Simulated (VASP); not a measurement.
Runs of VASP 6.6.1 on CoO. The structure is that of space group F-43m (No. 216), or close to it. The cells are those of the table. 

```csv
level,potentials or basis,cell,k mesh,cutoff (eV),grid for exact exchange (PRECFOCK),share of exact exchange,screening parameter,gap on the mesh (eV),pressure (GPa),moment (μB),largest force (eV/Å)
PBEsol-based screened hybrid with 25 % exact exchange,"VASP PAW PBE potentials, release 64 (Co, O)","a = 3.164 Å, angles 60.9°, 2 atoms",5 × 5 × 5,520,Normal,0.25,0.207 1/Å,(a),(b),3.00,0.41
PBEsol,"VASP PAW PBE potentials, release 64 (Co_sv, O)","a = 3.164 Å, angles 60.9°, 2 atoms",10 × 10 × 10,700,-,-,-,none,(c),2.78,0.22
PBE,"VASP PAW PBE potentials, release 64 (Co_sv, O)","a = 3.164 Å, angles 60.9°, 2 atoms",10 × 10 × 10,700,-,-,-,none,-0.9,2.75,0.26
PBEsol,"VASP PAW PBE potentials, release 64 (Co_sv, O_h)","a = 3.121 Å, angles 60.9°, 2 atoms",10 × 10 × 10,1340,-,-,-,none,(d),2.56,0.25
PBEsol,"VASP PAW PBE potentials, release 64 (Co_sv, O_h)","a = 3.143 Å, angles 60.9°, 2 atoms",10 × 10 × 10,1340,-,-,-,none,-6.5,2.69,0.23
```

Alike in all rows: task single point; spin collinear, ferromagnetic start; smearing fermi-dirac 0.05 eV.

Question: Estimate the missing entries.

Answer: (a) 1.63; (b) 4.0; (c) -8.8; (d) -4.5.

Caveats: some runs use coarse meshes; a cell with one magnetic atom can't hold antiferromagnetic order, which such compounds often take; the PAW data sets were made with another functional, which shifts forces and pressure a little (at least some runs); semilocal functionals often make such compounds metallic where correlation or magnetic order opens a gap, which also shifts bond lengths (at least some runs); the cell stands under tension (at least some runs); the stress differs along the axes, from -3 to 3 GPa (at least some runs); the stress differs along the axes, from -6 to -1 GPa (at least some runs); the stress differs along the axes, from -8 to -3 GPa (at least some runs).

A k mesh can miss the band edges.

A gap of «none» marks levels without a gap at the run's occupations.

The runs don't all hold the same shells in valence.
